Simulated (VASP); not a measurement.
The system is BP.

```xyz
2
Lattice="1.6735 -1.7464 0.0000 1.6735 1.7464 0.0000 0.0000 0.0000 4.5469" Properties=species:S:1:pos:R:3 pbc="T T T"
B     0.0000    0.0000    2.2735
P     1.6735    0.0000    2.2735
```

```yaml
Program: VASP 6.6.1
Task: relaxation of cell and atoms
Functional: PBE
Potentials_or_basis: VASP PAW PBE potentials, release 64 (B_h, P)
Cutoff: 910 eV
k_mesh: 8 × 8 × 4
Occupations: gaussian, width 0.1 eV
Spin: no spin polarisation
```

At the start: pressure 92.3 GPa; volume 13.29 Å³/atom.

How do energy, volume and symmetry change on relaxing?

Over 33 steps the energy falls by 1745.7 meV/atom and the volume is 13.94 Å³/atom (+4.9 %); space group P4/mmm (No. 123, to 0.05 Å).

The path:
| step | energy change (eV) | largest force (eV/Å) | pressure (GPa) | volume (Å³) |
| --- | --- | --- | --- | --- |
| 1 | 0.0000 | 0.0000 | 92.26 | 26.58 |
| 2 | 0.0013 | 0.0000 | -14.47 | 63.91 |
| 3 | -3.3675 | 0.0000 | -6.42 | 39.46 |
| 4 | -3.4222 | 0.0000 | -3.53 | 38.23 |
| 5 | -3.4405 | 0.0000 | 0.20 | 36.97 |
| 6 | -3.4405 | 0.0000 | -0.53 | 37.20 |
| 7 | -3.4417 | 0.0000 | -0.14 | 36.91 |
| 8 | -3.4418 | 0.0000 | 0.21 | 36.73 |
| 9 | -3.4418 | 0.0000 | 0.09 | 36.78 |
| 10 | -3.4426 | 0.0000 | -0.18 | 36.70 |
| 11 | -3.4433 | 0.0000 | -0.62 | 36.53 |
| 12 | -3.4437 | 0.0000 | -0.62 | 36.44 |
| 13 | -3.4447 | 0.0000 | -0.61 | 36.16 |
| 14 | -3.4466 | 0.0000 | -0.61 | 35.59 |
| 15 | -3.4491 | 0.0000 | -0.61 | 34.46 |
| 16 | -3.4501 | 0.0000 | -0.60 | 34.32 |
| 17 | -3.4525 | 0.0000 | -0.54 | 33.89 |
| 18 | -3.4564 | 0.0000 | -0.47 | 33.02 |
| 19 | -3.4662 | 0.0000 | -0.25 | 31.31 |
| 20 | -3.4786 | 0.0000 | 2.22 | 27.91 |
| 21 | -3.4758 | 0.0000 | 1.23 | 28.91 |
| 22 | -3.4783 | 0.0000 | 1.76 | 28.34 |
| 23 | -3.4787 | 0.0000 | 1.95 | 28.15 |
| 24 | -3.4795 | 0.0000 | 2.05 | 27.95 |
| 25 | -3.4797 | 0.0000 | 2.12 | 27.80 |
| 26 | -3.4809 | 0.0000 | 1.93 | 27.82 |
| 27 | -3.4841 | 0.0000 | 1.37 | 27.85 |
| 28 | -3.4880 | 0.0000 | 0.30 | 27.92 |
| 29 | -3.4898 | 0.0000 | -1.34 | 28.07 |
| 30 | -3.4900 | 0.0000 | -0.95 | 28.03 |
| 31 | -3.4907 | 0.0000 | -0.75 | 27.99 |
| 32 | -3.4914 | 0.0000 | -0.30 | 27.91 |
| 33 | -3.4915 | 0.0000 | -0.16 | 27.88 |

Final structure:
```
CELL_PARAMETERS angstrom
2.02193 -2.02360 0.00000
2.02193 2.02360 0.00000
0.00000 0.00000 3.40666
ATOMIC_POSITIONS crystal
B 0.00000 0.00000 0.50000
P 0.50000 0.50000 0.50000
```

Caveat: this functional lacks dispersion, which binds the layers, so the pressure and a relaxed spacing across them are unreliable.
